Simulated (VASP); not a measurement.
Runs of VASP 6.6.1 on CdO. The structure is that of space group Fm-3m (No. 225), or close to it. The cells are those of the table. 

| level | potentials or basis | cell | cutoff (eV) | gap on the mesh (eV) | pressure (GPa) |
| --- | --- | --- | --- | --- | --- |
| BLYP | VASP PAW PBE potentials, release 64 (Cd, O) | a = 3.440 Å, angles 60.0°, 2 atoms | 600 | none | (c) |
| PBE+D4 | VASP PAW PBE potentials, release 64 (Cd, O) | a = 3.365 Å, angles 60.0°, 2 atoms | 600 | none | -1.5 |
| r2SCAN | VASP PAW PBE potentials, release 64 (Cd, O) | a = 3.283 Å, angles 60.0°, 2 atoms | 660 | 0.15 | 8.6 |
| BLYP | VASP PAW PBE potentials, release 64 (Cd, O) | a = 3.394 Å, angles 60.0°, 2 atoms | 600 | none | 3.5 |
| r2SCAN+rVV10 | VASP PAW PBE potentials, release 64 (Cd, O) | a = 3.270 Å, angles 60.0°, 2 atoms | 660 | 0.14 | 9.2 |
| BLYP | VASP PAW PBE potentials, release 64 (Cd, O) | a = 3.417 Å, angles 60.0°, 2 atoms | 600 | none | (a) |
| BLYP | VASP PAW PBE potentials, release 64 (Cd, O) | a = 3.408 Å, angles 60.0°, 2 atoms | 600 | none | 2.0 |
| r2SCAN | VASP PAW PBE potentials, release 64 (Cd, O) | a = 3.305 Å, angles 60.0°, 2 atoms | 660 | 0.11 | 4.9 |
| LDA | VASP PAW LDA potentials, release 64 (Cd, O) | a = 3.320 Å, angles 60.0°, 2 atoms | 600 | none | -4.2 |
| PBE+D4 | VASP PAW PBE potentials, release 64 (Cd, O) | a = 3.386 Å, angles 60.0°, 2 atoms | 600 | none | (d) |
| BLYP | VASP PAW PBE potentials, release 64 (Cd, O) | a = 3.462 Å, angles 60.0°, 2 atoms | 600 | none | (b) |
| BLYP | VASP PAW PBE potentials, release 64 (Cd, O) | a = 3.371 Å, angles 60.0°, 2 atoms | 600 | none | 6.4 |

Alike in all rows: task single point; no spin polarisation; k mesh 8 × 8 × 8; smearing gaussian 0.05 eV.

Problem. Fill in the values left out.

Solution. (a) 1.0; (b) -3.3; (c) -1.3; (d) -3.9.

Caveats: semilocal functionals underestimate gaps, so a narrow gap can read as zero (at least some runs); the PAW data sets were made with another functional, which shifts forces and pressure a little (at least some runs); the cell stands under pressure (at least some runs); the cell stands under tension (at least some runs).

A k mesh can miss the band edges, and the runs leave out spin-orbit coupling on Cd.

A gap of «none» marks levels without a gap at the run's occupations.
